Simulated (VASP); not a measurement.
# Br (Cmce) in VASP: further runs

Runs on Br. Level: r2SCAN. Tasks: single point.

Everything below comes from runs of VASP 6.6.1. Logs are shortened: lines on timing, memory, paths and dates and some standing lists are left out, and cuts for length are marked.

### Step 1. The cell of the first run

The structure is orthorhombic, space group Cmce (No. 64). Conventional cell: a = 7.112 Å, b = 4.255 Å, c = 8.770 Å, α = 90.00°, β = 90.00°, γ = 90.00°. Within 3.2 Å of Br (site symmetry m) lie 3 Br at 2.35 to 3.17 Å.

### Step 2. Single point, r2SCAN

POSCAR

```
Br
1.0
    3.5561454479     -2.1274589172      0.0000000000
    3.5561454479      2.1274589172      0.0000000000
    0.0000000000      0.0000000000      8.7699814768
Br
4
Direct
    0.8608174979      0.1391825021      0.1157818231
    0.6391825021      0.3608174979      0.6157818231
    0.1391825021      0.8608174979      0.8842181769
    0.3608174979      0.6391825021      0.3842181769
```

INCAR.step1

```
ALGO = Normal ; EDIFF = 1E-5
ENCUT = 550 ; GGA = PE
GGA_COMPAT = F ; ISMEAR = -1
LASPH = T ; LCHARG = F
LREAL = F ; LWAVE = T
NBANDS = 22 ; NELM = 120
PREC = Accurate ; SIGMA = 0.05
```

INCAR.step2

```
ALGO = Normal ; EDIFF = 1E-6
ENCUT = 550 ; GGA_COMPAT = F
ISIF = 2 ; ISMEAR = -1
ISTART = 1 ; LASPH = T
LCHARG = F ; LMIXTAU = T
LREAL = F ; LWAVE = F
METAGGA = R2SCAN ; NBANDS = 22
NELM = 120 ; PREC = Accurate
SIGMA = 0.05
```

KPOINTS

```
k-points
0
Gamma
  5 5 2
```

Potentials or basis: VASP PAW PBE potentials, release 64 (Br).

Launch:

```console
cat potpaw_PBE.64/Br/POTCAR > POTCAR
cp INCAR.step1 INCAR
mpirun -np 1 vasp_std > vasp.out
cp INCAR.step2 INCAR
mpirun -np 1 vasp_std > vasp.out
```

OUTCAR:

```text
EDIFF = 1E-6
   ENCUT = 550
   ISIF = 2
   ISMEAR = -1
   ISTART = 1
   LASPH = T
   LREAL = F
   METAGGA = R2SCAN
   NELM = 120
   PREC = Accurate

 ion  position               nearest neighbor table
   1  0.861  0.139  0.116-   3 2.35
   2  0.639  0.361  0.616-   4 2.35
   3  0.139  0.861  0.884-   1 2.35
   4  0.361  0.639  0.384-   2 2.35

  LATTYP: Found a base centered orthorhombic cell.
 ALAT       =     4.2549178344
 B/A-ratio  =     1.6715460022
 C/A-ratio  =     2.0611400309

  Lattice vectors:

 A1 = (  -3.5561454479,  -2.1274589172,   0.0000000000)
 A2 = (   3.5561454479,  -2.1274589172,   0.0000000000)
 A3 = (   0.0000000000,   0.0000000000,   8.7699814768)

Analysis of symmetry for initial positions (statically):
=====================================================================
 Subroutine PRICEL returns:
 Original cell was already a primitive cell.

 Routine SETGRP: Setting up the symmetry group for a
 base centered orthorhombic supercell.

 Subroutine GETGRP returns: Found  8 space group operations
 (whereof  4 operations were pure point group operations)
 out of a pool of  8 trial point group operations.

The static configuration has the point symmetry C_2h.
 The point group associated with its full space group is D_2h.

Analysis of symmetry for dynamics (positions and initial velocities):
=====================================================================
 Subroutine PRICEL returns:
 Original cell was already a primitive cell.

 Routine SETGRP: Setting up the symmetry group for a
 base centered orthorhombic supercell.

 Subroutine GETGRP returns: Found  8 space group operations
 (whereof  4 operations were pure point group operations)
 out of a pool of  8 trial point group operations.

The dynamic configuration has the point symmetry C_2h.
 The point group associated with its full space group is D_2h.

 Subroutine INISYM returns: Found  8 space group operations
 (whereof  4 operations are pure point group operations),
 and found     1 'primitive' translations

----------------------------------------------------------------------------------------

                                     Primitive cell

  volume of cell :     132.6995

  direct lattice vectors                    reciprocal lattice vectors
     3.556145448 -2.127458917  0.000000000     0.140601673 -0.235022165  0.000000000
     3.556145448  2.127458917  0.000000000     0.140601673  0.235022165  0.000000000
     0.000000000  0.000000000  8.769981477     0.000000000  0.000000000  0.114025326

  length of vectors
     4.143941589  4.143941589  8.769981477     0.273869035  0.273869035  0.114025326

  position of ions in fractional coordinates (direct lattice)
     0.860817498  0.139182502  0.115781823
     0.639182502  0.360817498  0.615781823
     0.139182502  0.860817498  0.884218177
     0.360817498  0.639182502  0.384218177

  ion indices of the primitive-cell ions
   primitive index   ion index
                 1           1
                 2           2
                 3           3
                 4           4

----------------------------------------------------------------------------------------

 KPOINTS: k-points

Automatic generation of k-mesh.
 Grid dimensions read from file:
 generate k-points for:    5    5    2

 Generating k-lattice:

  Cartesian coordinates                     Fractional coordinates (reciprocal lattice)
     0.028120335 -0.047004433  0.000000000     0.200000000  0.000000000  0.000000000
     0.028120335  0.047004433  0.000000000     0.000000000  0.200000000  0.000000000
     0.000000000  0.000000000  0.057012663     0.000000000  0.000000000  0.500000000

  Length of vectors
     0.054773807  0.054773807  0.057012663

  Shift w.r.t. Gamma in fractional coordinates (k-lattice)
     0.000000000  0.000000000  0.000000000

 Subroutine IBZKPT returns following result:
 ===========================================

 Found     18 irreducible k-points:

 Following reciprocal coordinates:
            Coordinates               Weight
  0.000000  0.000000  0.000000      1.000000
  0.200000  0.000000  0.000000      4.000000
  0.400000  0.000000  0.000000      4.000000
  0.200000  0.200000  0.000000      2.000000
  0.400000  0.200000  0.000000      4.000000
 -0.400000  0.200000  0.000000      4.000000
[... 10 lines left out ...]
  0.400000  0.400000  0.500000      2.000000
 -0.400000  0.400000  0.500000      2.000000
   k-points           NKPTS =     18   k-points in BZ     NKDIM =     18   number of bands    NBANDS=     22
   number of dos      NEDOS =    301   number of ions     NIONS =      4
   total plane-waves  NPLWV =  71680
   dimension x,y,z NGX =    32 NGY =   32 NGZ =   70
   dimension x,y,z NGXF=    64 NGYF=   64 NGZF=  140
   ions per type =               4
   NGX,Y,Z   is equivalent  to a cutoff of  12.84, 12.84, 13.27 a.u.
   NGXF,Y,Z  is equivalent  to a cutoff of  25.68, 25.68, 26.54 a.u.
 SYSTEM =  unknown system
   PREC   = accura    normal or accurate (medium, high low for compatibility)
   ISTART =      1    job   : 0-new  1-cont  2-samecut
   ICHARG =      0    charge: 1-file 2-atom 10-const
   ISPIN  =      1    spin polarized calculation?
   LNONCOLLINEAR =      F non collinear calculations
   LSORBIT =      F    spin-orbit coupling
   LASPH  =      T    aspherical Exc in radial PAW
   ENCUT  =  550.0 eV  40.42 Ry    6.36 a.u.   7.92  7.92 16.77*2*pi/ulx,y,z
   NELM   =    120;   NELMIN=  2; NELMDL=  0     # of ELM steps
   EDIFF  = 0.1E-05   stopping-criterion for ELM
   LREAL  =      F    real-space projection
   EDIFFG = 0.1E-04   stopping-criterion for IOM
   NSW    =      0    number of steps for IOM
   IBRION =     -1    ionic relax: 0-MD 1-quasi-New 2-CG
   NFREE  =      0    steps in history (QN), initial steepest desc. (CG)
   ISIF   =      2    stress and relaxation
   ISYM   =      2    0-nonsym 1-usesym 2-fastsym
   POTIM  = 0.5000    time-step for ionic-motion
   TEBEG  =    0.0;   TEEND  =   0.0 temperature during run
   PSTRESS=    0.0 pullay stress
   NELECT =      28.0000    total number of electrons
   NUPDOWN=      -1.0000    fix difference up-down
   EMIN   =  10.00;   EMAX   =-10.00  energy-range for DOS
   EFERMI =   0.00;   METHOD = LEGACY
   ISMEAR =    -1;   SIGMA  =   0.05  broadening in eV -4-tet -1-fermi 0-gaus
   EFERMI_NEDOS =   21; number of points for ismear=-14 and -15
   IALGO  =     38    algorithm
   IMIX   =      4    mixing-type and parameters
     AMIX     =   0.40;   BMIX     =  1.00
     AMIX_MAG =   1.60;   BMIX_MAG =  1.00
  volume/ion in A,a.u.               =      33.17       223.88
  Fermi-wavevector in a.u.,A,eV,Ry     =   0.974625  1.841775 12.924101  0.949895
  Thomas-Fermi vector in A             =   2.105100
   LORBIT       =      0    0 simple, 1 ext, 2 COOP (PROOUT), +10 PAW based schemes
   METAGGA = R2SCAN    functional components
   LHFCALC =     F    Hartree Fock is set to
   AEXX    =    0.0000 exact exchange contribution
   IVDW    =     0    specifies the selected vdW correction
   LEPSILON=     F    determine dielectric tensor
   LRPA    =     F    only Hartree local field effects (RPA)
 non-spin polarized calculation
  energy-cutoff  :      550.00
  volume of cell :      132.70
 maximum number of plane-waves:      3910
   NGX = 15   NGY = 15   NGZ = 33

 number of electron      28.0000000 magnetization

 Free energy of the ion-electron system (eV)
  ---------------------------------------------------
  ext. energy  EPLUGINS =         0.00000000
  ---------------------------------------------------
  free energy    TOTEN  =       -53.02689983 eV

  energy without entropy =      -53.02689982  energy(sigma->0) =      -53.02689982

 E-fermi :   0.3342     XC(G=0):  -8.3926

 val. band max:       -0.4833261875   @ k =   0.0000   0.0000   0.0000
 cond. band min:       1.1884802799   @ k =   0.0000   0.0000   0.0000
 fundamental gap:      1.6718064674
 Fermi energy:         0.3341545375

 k-point     1 :       0.0000    0.0000    0.0000
  band No.  band energies     occupation
      1     -16.9514      2.00000
      2     -16.4426      2.00000
      3     -14.4384      2.00000
      4     -13.4186      2.00000
      5      -5.7181      2.00000
      6      -4.2642      2.00000
[... 14 lines left out ...]
     21       9.7347      0.00000
     22      10.1016      0.00000

 k-point     2 :       0.2000    0.0000    0.0000
  band No.  band energies     occupation
      1     -16.8395      2.00000
      2     -16.4174      2.00000
      3     -14.3449      2.00000
      4     -13.5278      2.00000
      5      -5.7073      2.00000
      6      -4.6072      2.00000
[... 14 lines left out ...]
     21       9.0703      0.00000
     22       9.7426      0.00000

 k-point     3 :       0.4000    0.0000    0.0000
  band No.  band energies     occupation
      1     -16.5958      2.00000
      2     -16.4272      2.00000
      3     -14.1067      2.00000
      4     -13.8008      2.00000
      5      -5.6825      2.00000
      6      -5.3272      2.00000
[... 14 lines left out ...]
     21       9.9643      0.00000
     22      10.9398      0.00000

 k-point     4 :       0.2000    0.2000    0.0000
  band No.  band energies     occupation
      1     -16.8869      2.00000
      2     -16.3966      2.00000
      3     -14.3811      2.00000
      4     -13.4075      2.00000
      5      -5.6591      2.00000
      6      -4.3205      2.00000
[... 14 lines left out ...]
     21       9.2868      0.00000
     22       9.3340      0.00000

 k-point     5 :       0.4000    0.2000    0.0000
  band No.  band energies     occupation
      1     -16.7470      2.00000
      2     -16.3597      2.00000
      3     -14.2615      2.00000
      4     -13.5240      2.00000
      5      -5.6287      2.00000
      6      -4.7087      2.00000
[... 267 lines left out ...]
 k-point    16 :      -0.2000    0.2000    0.5000
  band No.  band energies     occupation
      1     -16.5356      2.00000
      2     -16.5356      2.00000
      3     -13.9599      2.00000
      4     -13.9599      2.00000
      5      -5.3192      2.00000
      6      -5.3192      2.00000
[... 14 lines left out ...]
     21       9.4877      0.00000
     22       9.4877      0.00000

 k-point    17 :       0.4000    0.4000    0.5000
  band No.  band energies     occupation
      1     -16.5807      2.00000
      2     -16.5807      2.00000
      3     -13.8169      2.00000
      4     -13.8169      2.00000
      5      -5.0551      2.00000
      6      -5.0551      2.00000
[... 14 lines left out ...]
     21       9.3482      0.00000
     22       9.3482      0.00000

 k-point    18 :      -0.4000    0.4000    0.5000
  band No.  band energies     occupation
      1     -16.5258      2.00000
      2     -16.5258      2.00000
      3     -13.8510      2.00000
      4     -13.8510      2.00000
      5      -5.1797      2.00000
      6      -5.1797      2.00000
[... 14 lines left out ...]
     21       9.6577      0.00000
     22       9.6577      0.00000

------------------------ aborting loop because EDIFF is reached ----------------------------------------

  FORCE on cell =-STRESS in cart. coord.  units (eV):
  Direction    XX          YY          ZZ          XY          YZ          ZX
  --------------------------------------------------------------------------------------
  -------------------------------------------------------------------------------------
  Total       -0.0180919     -0.0354712     -0.0429061      0.0000000     -0.0000000      0.0000000
  in kB       -0.2184371     -0.4282689     -0.5180366      0.0000000     -0.0000000      0.0000000
  external PRESSURE =      -0.3882475 kB  Pullay stress =       0.0000000 kB

 VOLUME and BASIS-vectors are now :
 -----------------------------------------------------------------------------
  energy-cutoff  :      550.00
  volume of cell :      132.70
      direct lattice vectors                 reciprocal lattice vectors
     3.556145448 -2.127458917  0.000000000     0.140601673 -0.235022165  0.000000000
     3.556145448  2.127458917  0.000000000     0.140601673  0.235022165  0.000000000
     0.000000000  0.000000000  8.769981477     0.000000000  0.000000000  0.114025326

 POSITION                                       TOTAL-FORCE (eV/Angst)
 -----------------------------------------------------------------------------------
      3.55615     -1.53525      1.01540         0.000000     -0.000212     -0.001728
      3.55615     -0.59221      5.40040         0.000000      0.000212     -0.001728
      3.55615      1.53525      7.75458         0.000000      0.000212      0.001728
      3.55615      0.59221      3.36959         0.000000     -0.000212      0.001728
 -----------------------------------------------------------------------------------
    total drift:                                0.000000      0.000000      0.000000

  FREE ENERGIE OF THE ION-ELECTRON SYSTEM (eV)
  ---------------------------------------------------
  free  energy   TOTEN  =       -53.0268998304 eV

  energy  without entropy=      -53.0268998195  energy(sigma->0) =      -53.02689982
```

It took 6.3 min on 1 thread of Intel Xeon 8259CL, shared host; peak memory 0.29 GiB.

What came out:

| Property | Result |
| --- | --- |
| Free energy | -53.0269 eV |
| Pressure | 0.0 GPa |
| Band gap on the k mesh | 1.67 eV |

Levels at points of the mesh, in eV from the valence-band top:
```tsv
k point	band 12	band 13	band 14	band 15	band 16	band 17
(0.00, 0.00, 0.00)	-0.47	-0.36	0.00	1.67	2.69	6.44
(0.00, 0.00, 0.50)	-1.03	-0.16	-0.16	2.07	2.07	7.02
```

Caveat: the PAW data sets were made with another functional, which shifts forces and pressure a little; an odd mesh through Γ misses points on the zone boundary, where band edges can lie. r2SCAN opens gaps a little over a GGA but as a rule still falls short of measured ones.

### Step 3. Single point, r2SCAN (29.19 Å³/atom)

This run uses another cell than the first one, of 29.19 Å³/atom.

POSCAR

```
Br
1.0
    3.4077971827     -2.0387097802      0.0000000000
    3.4077971827      2.0387097802      0.0000000000
    0.0000000000      0.0000000000      8.4041326788
Br
4
Direct
    0.8608174979      0.1391825021      0.1157818231
    0.6391825021      0.3608174979      0.6157818231
    0.1391825021      0.8608174979      0.8842181769
    0.3608174979      0.6391825021      0.3842181769
```

INCAR.step1

```
SYSTEM = Br
PREC = Accurate
ENCUT = 550
ISMEAR = -1
SIGMA = 0.05
LREAL = .False.
LASPH = .True.
NELM = 120
NBANDS = 22
GGA = PE
ALGO = Normal
EDIFF = 1E-5
LWAVE = .True.
LCHARG = .False.
GGA_COMPAT = .False.
```

INCAR.step2

```
SYSTEM = Br
PREC = Accurate
ENCUT = 550
EDIFF = 1E-6
ISMEAR = -1
SIGMA = 0.05
LREAL = .False.
LASPH = .True.
NELM = 120
ALGO = Normal
ISIF = 2
LWAVE = .False.
LCHARG = .False.
METAGGA = R2SCAN
LMIXTAU = .True.
NBANDS = 22
ISTART = 1
GGA_COMPAT = .False.
```

KPOINTS

```
Automatic mesh
0
Gamma
  8 8 4
  0 0 0
```

Potentials or basis: VASP PAW PBE potentials, release 64 (Br).

Launch:

```console
cat potpaw_PBE.64/Br/POTCAR > POTCAR
cp INCAR.step1 INCAR
mpirun -np 1 vasp_std > vasp.out
cp INCAR.step2 INCAR
mpirun -np 1 vasp_std > vasp.out
```

OUTCAR:

```text
SYSTEM = Br
   PREC = Accurate
   ENCUT = 550
   EDIFF = 1E-6
   ISMEAR = -1
   LREAL = .False.
   LASPH = .True.
   NELM = 120
   ISIF = 2
   METAGGA = R2SCAN
   ISTART = 1

 ion  position               nearest neighbor table
   1  0.861  0.139  0.116-   3 2.25
   2  0.639  0.361  0.616-   4 2.25
   3  0.139  0.861  0.884-   1 2.25
   4  0.361  0.639  0.384-   2 2.25

  LATTYP: Found a base centered orthorhombic cell.
 ALAT       =     4.0774195604
[... 798 lines left out ...]

  FORCE on cell =-STRESS in cart. coord.  units (eV):
  Direction    XX          YY          ZZ          XY          YZ          ZX
  --------------------------------------------------------------------------------------
  -------------------------------------------------------------------------------------
  Total        0.5957815      3.5436472      7.3247538      0.0000000     -0.0000000      0.0000000
  in kB        8.1742054     48.6193356    100.4966465      0.0000000     -0.0000000      0.0000000
  external PRESSURE =      52.4300625 kB  Pullay stress =       0.0000000 kB

 VOLUME and BASIS-vectors are now :
 -----------------------------------------------------------------------------
  energy-cutoff  :      550.00
  volume of cell :      116.78
      direct lattice vectors                 reciprocal lattice vectors
     3.407797183 -2.038709780  0.000000000     0.146722347 -0.245253152  0.000000000
     3.407797183  2.038709780  0.000000000     0.146722347  0.245253152  0.000000000
     0.000000000  0.000000000  8.404132679     0.000000000  0.000000000  0.118989078

 POSITION                                       TOTAL-FORCE (eV/Angst)
 -----------------------------------------------------------------------------------
      3.40780     -1.47120      0.97305         0.000000      0.745283      1.015433
      3.40780     -0.56751      5.17511         0.000000     -0.745283      1.015433
      3.40780      1.47120      7.43109         0.000000     -0.745283     -1.015433
      3.40780      0.56751      3.22902         0.000000      0.745283     -1.015433
 -----------------------------------------------------------------------------------
    total drift:                                0.000000      0.000000      0.000000

  FREE ENERGIE OF THE ION-ELECTRON SYSTEM (eV)
  ---------------------------------------------------
  free  energy   TOTEN  =       -52.8020113274 eV

  energy  without entropy=      -52.8020113271  energy(sigma->0) =      -52.80201133
```

OUTCAR.step1:

```text
SYSTEM = Br
   PREC = Accurate
   ENCUT = 550
   ISMEAR = -1
   LREAL = .False.
   LASPH = .True.
   NELM = 120
[... 830 lines left out ...]
      3.40780     -0.56751      5.17511         0.000000     -0.891155      1.332841
      3.40780      1.47120      7.43109         0.000000     -0.891155     -1.332841
      3.40780      0.56751      3.22902         0.000000      0.891155     -1.332841
 -----------------------------------------------------------------------------------
    total drift:                                0.000000      0.000000      0.000000

  FREE ENERGIE OF THE ION-ELECTRON SYSTEM (eV)
  ---------------------------------------------------
  free  energy   TOTEN  =        -6.1537116337 eV

  energy  without entropy=       -6.1537116303  energy(sigma->0) =       -6.15371163
```

OSZICAR.step1:

```text
N       E                     dE             d eps       ncg     rms          rms(c)
DAV:   1     0.178481658333E+03    0.17848E+03   -0.12056E+04  2772   0.112E+03
DAV:   2     0.658913285006E+01   -0.17189E+03   -0.16624E+03  3818   0.190E+02
DAV:   3    -0.635629576290E+01   -0.12945E+02   -0.12896E+02  3512   0.594E+01
DAV:   4    -0.648080476701E+01   -0.12451E+00   -0.12446E+00  3488   0.690E+00
DAV:   5    -0.648179211693E+01   -0.98735E-03   -0.98730E-03  3506   0.611E-01    0.140E+01
DAV:   6    -0.623976889824E+01    0.24202E+00   -0.17075E-01  3348   0.221E+00    0.909E+00
DAV:   7    -0.616179934073E+01    0.77970E-01   -0.39035E-01  3192   0.328E+00    0.593E-01
DAV:   8    -0.615358583360E+01    0.82135E-02   -0.47620E-02  3060   0.119E+00    0.325E-01
DAV:   9    -0.615365066606E+01   -0.64832E-04   -0.10455E-03  3426   0.190E-01    0.863E-02
DAV:  10    -0.615371010604E+01   -0.59440E-04   -0.98288E-05  3510   0.582E-02    0.434E-02
DAV:  11    -0.615371163369E+01   -0.15276E-05   -0.18174E-05  2602   0.249E-02
   1 F= -.61537116E+01 E0= -.61537116E+01  d E =-.341479E-08
```

It took 17 min on 1 thread of Intel Xeon 8259CL, shared host; peak memory 0.32 GiB.

What came out:

* Free energy: -52.8020 eV
* Pressure: 5.2 GPa
* Largest force: 1.260 eV/Å
* Band gap on the k mesh: 2.06 eV (least direct gap 2.08 eV)

Forces in eV/Å, atoms in the order of the input:
```
Br   0.000  0.745  1.015
Br   0.000 -0.745  1.015
Br   0.000 -0.745 -1.015
Br   0.000  0.745 -1.015
```

Stress tensor (GPa, compression positive):
```
 0.82  0.00  0.00
 0.00  4.86  0.00
 0.00  0.00 10.05
```

Caveat: the cell stands under pressure; the PAW data sets were made with another functional, which shifts forces and pressure a little.

(Part 1 of 2 ends here.)
